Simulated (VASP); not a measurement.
# BeS (t.b) (F-43m) in VASP: single point with PBE

Aim: the single point of BeS (t.b) with PBE.

Program: VASP 6.6.1. These are calculated values, not measurements. Logs are shortened: lines on timing, memory, paths and dates and some standing lists are left out, and cuts for length are marked.

## 1. The cell of the first run

It takes space group F-43m (No. 216, cubic). Conventional cell: a = 4.876 Å, b = 4.876 Å, c = 4.876 Å, α = 90.00°, β = 90.00°, γ = 90.00°. Within 2.8 Å of Be (site symmetry -43m) lie 4 S at 2.11 Å. Within 2.8 Å of S (site symmetry -43m) lie 4 Be at 2.11 Å.

## 2. Single point, PBE

The input, INCAR:

```
ALGO     = Normal         # electronic algorithm
EDIFF    = 1E-6           # SCF threshold, eV
ENCUT    = 600            # plane-wave cutoff, eV
GGA      = PE             # functional
GGA_COMPAT= F            
ISIF     = 2              # what is computed and relaxed
ISMEAR   = 0              # smearing method
LASPH    = T              # aspherical terms in the spheres
LCHARG   = T              # write CHGCAR
LELF     = T              # ELF
LREAL    = F              # projectors in reciprocal space
LVHAR    = T            
LWAVE    = F              # write WAVECAR
NBANDS   = 11             # bands
NELM     = 120            # most SCF steps
PREC     = Accurate       # precision mode
SIGMA    = 0.02           # smearing width, eV
```

The input, KPOINTS:

```
k-points
0
Gamma
  8 8 8
```

The input, POSCAR:

```
BeS
1.0
    0.0000000000      2.4378857764      2.4378857764
    2.4378857764      0.0000000000      2.4378857764
    2.4378857764      2.4378857764      0.0000000000
Be S
1 1
Direct
    0.0000000000      0.0000000000      0.0000000000
    0.2500000000      0.2500000000      0.2500000000
```

Potentials or basis: VASP PAW PBE potentials, release 64 (Be, S).

On the command line:

```bash
$ cat potpaw_PBE.64/Be/POTCAR potpaw_PBE.64/S/POTCAR > POTCAR
$ mpirun -np 1 vasp_std > vasp.out
```

OUTCAR:

```text
EDIFF = 1E-6
   ENCUT = 600
   GGA = PE
   ISIF = 2
   ISMEAR = 0
   LASPH = T
   LREAL = F
   NELM = 120
   PREC = Accurate

 ion  position               nearest neighbor table
   1  0.000  0.000  0.000-   2 2.11   2 2.11   2 2.11   2 2.11
   2  0.250  0.250  0.250-   1 2.11   1 2.11   1 2.11   1 2.11

  LATTYP: Found a face centered cubic cell.
 ALAT       =     4.8757715528

  Lattice vectors:

 A1 = (   0.0000000000,   2.4378857764,   2.4378857764)
 A2 = (   2.4378857764,   0.0000000000,   2.4378857764)
 A3 = (   2.4378857764,   2.4378857764,   0.0000000000)

Analysis of symmetry for initial positions (statically):
=====================================================================
 Subroutine PRICEL returns:
 Original cell was already a primitive cell.

 Routine SETGRP: Setting up the symmetry group for a
 face centered cubic supercell.

 Subroutine GETGRP returns: Found 24 space group operations
 (whereof 24 operations were pure point group operations)
 out of a pool of 48 trial point group operations.

The static configuration has the point symmetry T_d .

Analysis of symmetry for dynamics (positions and initial velocities):
=====================================================================
 Subroutine PRICEL returns:
 Original cell was already a primitive cell.

 Routine SETGRP: Setting up the symmetry group for a
 face centered cubic supercell.

 Subroutine GETGRP returns: Found 24 space group operations
 (whereof 24 operations were pure point group operations)
 out of a pool of 48 trial point group operations.

The dynamic configuration has the point symmetry T_d .

 Subroutine INISYM returns: Found 24 space group operations
 (whereof 24 operations are pure point group operations),
 and found     1 'primitive' translations

----------------------------------------------------------------------------------------

                                     Primitive cell

  volume of cell :      28.9781

  direct lattice vectors                    reciprocal lattice vectors
     0.000000000  2.437885776  2.437885776    -0.205095745  0.205095745  0.205095745
     2.437885776  0.000000000  2.437885776     0.205095745 -0.205095745  0.205095745
     2.437885776  2.437885776  0.000000000     0.205095745  0.205095745 -0.205095745

  length of vectors
     3.447691129  3.447691129  3.447691129     0.355236251  0.355236251  0.355236251

  position of ions in fractional coordinates (direct lattice)
     0.000000000  0.000000000  0.000000000
     0.250000000  0.250000000  0.250000000

  ion indices of the primitive-cell ions
   primitive index   ion index
                 1           1
                 2           2

----------------------------------------------------------------------------------------

 KPOINTS: k-points

Automatic generation of k-mesh.
 Grid dimensions read from file:
 generate k-points for:    8    8    8

 Generating k-lattice:

  Cartesian coordinates                     Fractional coordinates (reciprocal lattice)
    -0.025636968  0.025636968  0.025636968     0.125000000  0.000000000  0.000000000
     0.025636968 -0.025636968  0.025636968     0.000000000  0.125000000  0.000000000
     0.025636968  0.025636968 -0.025636968     0.000000000  0.000000000  0.125000000

  Length of vectors
     0.044404531  0.044404531  0.044404531

  Shift w.r.t. Gamma in fractional coordinates (k-lattice)
     0.000000000  0.000000000  0.000000000

 Subroutine IBZKPT returns following result:
 ===========================================

 Found     29 irreducible k-points:

 Following reciprocal coordinates:
            Coordinates               Weight
  0.000000  0.000000  0.000000      1.000000
  0.125000  0.000000  0.000000      8.000000
  0.250000  0.000000  0.000000      8.000000
  0.375000  0.000000  0.000000      8.000000
  0.500000  0.000000  0.000000      4.000000
  0.125000  0.125000  0.000000      6.000000
[... 16 lines left out ...]
  0.500000  0.250000  0.125000     48.000000
 -0.375000  0.250000  0.125000     24.000000
 [... further k-points ...]
   k-points           NKPTS =     29   k-points in BZ     NKDIM =     29   number of bands    NBANDS=     11
   number of dos      NEDOS =    301   number of ions     NIONS =      2
   total plane-waves  NPLWV =  21952
   dimension x,y,z NGX =    28 NGY =   28 NGZ =   28
   dimension x,y,z NGXF=    56 NGYF=   56 NGZF=   56
   ions per type =               1   1
   NGX,Y,Z   is equivalent  to a cutoff of  13.50, 13.50, 13.50 a.u.
   NGXF,Y,Z  is equivalent  to a cutoff of  27.00, 27.00, 27.00 a.u.
 SYSTEM =  unknown system
   PREC   = accura    normal or accurate (medium, high low for compatibility)
   ISTART =      0    job   : 0-new  1-cont  2-samecut
   ICHARG =      2    charge: 1-file 2-atom 10-const
   ISPIN  =      1    spin polarized calculation?
   LNONCOLLINEAR =      F non collinear calculations
   LSORBIT =      F    spin-orbit coupling
   LASPH  =      T    aspherical Exc in radial PAW
   ENCUT  =  600.0 eV  44.10 Ry    6.64 a.u.   6.89  6.89  6.89*2*pi/ulx,y,z
   NELM   =    120;   NELMIN=  2; NELMDL= -5     # of ELM steps
   EDIFF  = 0.1E-05   stopping-criterion for ELM
   LREAL  =      F    real-space projection
   EDIFFG = 0.1E-04   stopping-criterion for IOM
   NSW    =      0    number of steps for IOM
   IBRION =     -1    ionic relax: 0-MD 1-quasi-New 2-CG
   NFREE  =      0    steps in history (QN), initial steepest desc. (CG)
   ISIF   =      2    stress and relaxation
   ISYM   =      2    0-nonsym 1-usesym 2-fastsym
   POTIM  = 0.5000    time-step for ionic-motion
   TEBEG  =    0.0;   TEEND  =   0.0 temperature during run
   PSTRESS=    0.0 pullay stress
   NELECT =       8.0000    total number of electrons
   NUPDOWN=      -1.0000    fix difference up-down
   EMIN   =  10.00;   EMAX   =-10.00  energy-range for DOS
   EFERMI =   0.00;   METHOD = LEGACY
   ISMEAR =     0;   SIGMA  =   0.02  broadening in eV -4-tet -1-fermi 0-gaus
   EFERMI_NEDOS =   21; number of points for ismear=-14 and -15
   IALGO  =     38    algorithm
   IMIX   =      4    mixing-type and parameters
     AMIX     =   0.40;   BMIX     =  1.00
     AMIX_MAG =   1.60;   BMIX_MAG =  1.00
  volume/ion in A,a.u.               =      14.49        97.78
  Fermi-wavevector in a.u.,A,eV,Ry     =   1.065978  2.014406 15.460417  1.136309
  Thomas-Fermi vector in A             =   2.201547
   LORBIT       =      0    0 simple, 1 ext, 2 COOP (PROOUT), +10 PAW based schemes
   GGA     = PE    functional components
   LHFCALC =     F    Hartree Fock is set to
   AEXX    =    0.0000 exact exchange contribution
   IVDW    =     0    specifies the selected vdW correction
   LEPSILON=     F    determine dielectric tensor
   LRPA    =     F    only Hartree local field effects (RPA)
 non-spin polarized calculation
 Gauss-broadening in eV      SIGMA  =   0.02
  energy-cutoff  :      600.00
  volume of cell :       28.98
 maximum number of plane-waves:       982
   NGX = 13   NGY = 13   NGZ = 13

 number of electron       7.9999999 magnetization

 Free energy of the ion-electron system (eV)
  ---------------------------------------------------
  ext. energy  EPLUGINS =         0.00000000
  ---------------------------------------------------
  free energy    TOTEN  =       -10.01354618 eV

  energy without entropy =      -10.01354618  energy(sigma->0) =      -10.01354618

 E-fermi :   4.1832     XC(G=0):  -9.6650

 val. band max:        4.0114160245   @ k =   0.0000   0.0000   0.0000
 cond. band min:       7.1574493337   @ k =   0.5000   0.5000   0.0000
 fundamental gap:      3.1460333093
 Fermi energy:         4.1831979587

 k-point     1 :       0.0000    0.0000    0.0000
  band No.  band energies     occupation
      1      -9.5751      2.00000
      2       4.0114      2.00000
      3       4.0114      2.00000
      4       4.0114      2.00000
      5       9.6872      0.00000
      6       9.6872      0.00000
      7       9.6872      0.00000
      8       9.7635      0.00000
      9      16.7938      0.00000
     10      16.7938      0.00000
     11      18.7610      0.00000

 k-point     2 :       0.1250    0.0000    0.0000
  band No.  band energies     occupation
      1      -9.4016      2.00000
      2       2.8287      2.00000
      3       3.8172      2.00000
      4       3.8172      2.00000
      5       9.5804      0.00000
      6      10.0363      0.00000
      7      10.0363      0.00000
      8      11.0673      0.00000
      9      16.1140      0.00000
     10      16.1140      0.00000
     11      18.6411      0.00000

 k-point     3 :       0.2500    0.0000    0.0000
  band No.  band energies     occupation
      1      -8.9243      2.00000
      2       0.7591      2.00000
      3       3.4284      2.00000
      4       3.4284      2.00000
      5       9.5199      0.00000
      6      10.5745      0.00000
      7      10.5745      0.00000
      8      13.1647      0.00000
      9      15.8751      0.00000
     10      15.8751      0.00000
     11      18.1961      0.00000

 k-point     4 :       0.3750    0.0000    0.0000
  band No.  band energies     occupation
      1      -8.3207      2.00000
      2      -0.9682      2.00000
      3       3.1140      2.00000
      4       3.1140      2.00000
      5       9.4592      0.00000
      6      10.6479      0.00000
      7      10.6479      0.00000
      8      14.6987      0.00000
      9      17.2035      0.00000
     10      17.2035      0.00000
     11      18.3234      0.00000
[... 239 lines left out ...]
 k-point    22 :       0.3750    0.2500    0.1250
  band No.  band energies     occupation
      1      -8.5350      2.00000
      2       0.5254      2.00000
      3       1.9119      2.00000
      4       2.9157      2.00000
      5       9.5364      0.00000
      6      11.2606      0.00000
      7      11.4908      0.00000
      8      12.5235      0.00000
      9      15.5509      0.00000
     10      18.3507      0.00000
     11      19.8518      0.00000

 k-point    23 :       0.5000    0.2500    0.1250
  band No.  band energies     occupation
      1      -8.0052      2.00000
      2      -0.6084      2.00000
      3       1.3817      2.00000
      4       2.4545      2.00000
      5      10.0067      0.00000
      6      10.8105      0.00000
      7      12.4199      0.00000
      8      13.2501      0.00000
      9      16.5671      0.00000
     10      18.3177      0.00000
     11      20.3659      0.00000

 k-point    24 :      -0.3750    0.2500    0.1250
  band No.  band energies     occupation
      1      -7.7403      2.00000
      2      -1.1485      2.00000
      3       1.2861      2.00000
      4       2.2146      2.00000
      5      10.1182      0.00000
      6      10.5622      0.00000
      7      13.0759      0.00000
      8      14.4567      0.00000
      9      15.4029      0.00000
     10      19.2416      0.00000
     11      19.8658      0.00000

 [... further k-points ...]
[... 5 lines left out ...]
  --------------------------------------------------------------------------------------
  -------------------------------------------------------------------------------------
  Total        0.0116928      0.0116928      0.0116928      0.0000000     -0.0000000     -0.0000000
  in kB        0.6464862      0.6464862      0.6464862      0.0000000     -0.0000000     -0.0000000
  external PRESSURE =       0.6464862 kB  Pullay stress =       0.0000000 kB

 VOLUME and BASIS-vectors are now :
 -----------------------------------------------------------------------------
  energy-cutoff  :      600.00
  volume of cell :       28.98
      direct lattice vectors                 reciprocal lattice vectors
     0.000000000  2.437885776  2.437885776    -0.205095745  0.205095745  0.205095745
     2.437885776  0.000000000  2.437885776     0.205095745 -0.205095745  0.205095745
     2.437885776  2.437885776  0.000000000     0.205095745  0.205095745 -0.205095745

 POSITION                                       TOTAL-FORCE (eV/Angst)
 -----------------------------------------------------------------------------------
      0.00000      0.00000      0.00000         0.000000      0.000000      0.000000
      1.21894      1.21894      1.21894        -0.000000     -0.000000     -0.000000
 -----------------------------------------------------------------------------------
    total drift:                               -0.000000     -0.000000     -0.000000

  FREE ENERGIE OF THE ION-ELECTRON SYSTEM (eV)
  ---------------------------------------------------
  free  energy   TOTEN  =       -10.0135461842 eV

  energy  without entropy=      -10.0135461842  energy(sigma->0) =      -10.01354618
```

Run time: 17 s. Hardware: 1 thread of Intel Xeon 8259CL, shared host; peak memory 0.15 GiB.

Results:

```yaml
Free_energy: -10.0135 eV
Pressure: 0.1 GPa
Band_gap_on_the_k_mesh: 3.15 eV, indirect (least direct gap 5.68 eV)
```

A k mesh can miss the band edges. PBE gaps usually lie below the measured ones, often by a third to a half.
